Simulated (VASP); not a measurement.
Here is a VASP 6.6.1 calculation.

File INCAR:

```
SYSTEM = Au
ALGO = Normal
EDIFF = 1E-7
ENCUT = 520
GGA = CA
ISIF = 2
ISMEAR = 1
LASPH = .TRUE.
LCHARG = .TRUE.
LELF = .TRUE.
LREAL = .FALSE.
LVHAR = .TRUE.
LWAVE = .FALSE.
NBANDS = 12
NELM = 60
PREC = Accurate
SIGMA = 0.1
```

The input KPOINTS:

```
k-points
0
G
  20 20 20
  0 0 0
```

File POSCAR:

```
Au
1.0
    0.0000000000      2.0241735868      2.0241735868
    2.0241735868      0.0000000000      2.0241735868
    2.0241735868      2.0241735868      0.0000000000
Au
1
Direct
    0.0000000000      0.0000000000      0.0000000000
```

Potentials or basis: VASP PAW LDA potentials, release 64 (Au).

Launch:

```console
$ cat potpaw_LDA.64/Au/POTCAR > POTCAR
$ mpirun -np 1 vasp_std > vasp.out
```

**Question.** Estimate the pressure.

**Answer.** 0.5 GPa.
